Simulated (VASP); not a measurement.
Set up this calculation in VASP 6.6.1, as the native input.

* Task: single point
* Functional: PBE
* Potentials or basis: VASP PAW PBE potentials, release 64 (Ge_d, F)
* Cutoff: 520 eV
* k mesh: 12 × 12 × 4
* Occupations: gaussian, width 0.1 eV
* Spin: no spin polarisation
* Dipole correction: no
* Further INCAR settings: ALGO = Normal; EDIFF = 1e-07; NBANDS = 44

The structure of Ge2F lies in POSCAR:

```
Ge2F
1.0
    2.8306350853      0.0000000000      0.0000000000
    0.0000000000      2.8306350853      0.0000000000
    0.0000000000      0.0000000000     12.5583130404
Ge F
4 2
Direct
    0.0000000000      0.5000000000      0.1530374270
    0.0000000000      0.5000000000      0.6530374270
    0.5000000000      0.0000000000      0.3469625730
    0.5000000000      0.0000000000      0.8469625730
    0.0000000000      0.0000000000      0.0000000000
    0.5000000000      0.5000000000      0.5000000000
```

The cell was built from a structure type or drawn by symmetry, and may not be a known phase.

One way to write it, as run:

INCAR

```
SYSTEM = Ge2F
  PREC = Accurate
  ENCUT = 520
  EDIFF = 1E-7
  ISMEAR = 0
  SIGMA = 0.1
  LREAL = .FALSE.
  LASPH = .TRUE.
  NELM = 80
  ALGO = Normal
  ISIF = 2
  LWAVE = .FALSE.
  LCHARG = .FALSE.
  GGA = PE
  NBANDS = 44
```

KPOINTS

```
regular mesh
0
G
  12 12 4
  0 0 0
```

Potentials or basis: VASP PAW PBE potentials, release 64 (Ge_d, F).

Launch:

```console
$ cat potpaw_PBE.64/Ge_d/POTCAR potpaw_PBE.64/F/POTCAR > POTCAR
$ mpirun -np 1 vasp_std > vasp.out
```

Results of the run:

```yaml
Pressure: -0.1 GPa
Largest_force: 0.007 eV/Å
Band_gap_on_the_k_mesh: zero (bands 35 and 36 overlap by 6.55 eV)
```

It took 5.9 min on 1 thread of Oxide Virtual Turin-like Processor, on a shared host, peak memory 0.37 GiB.
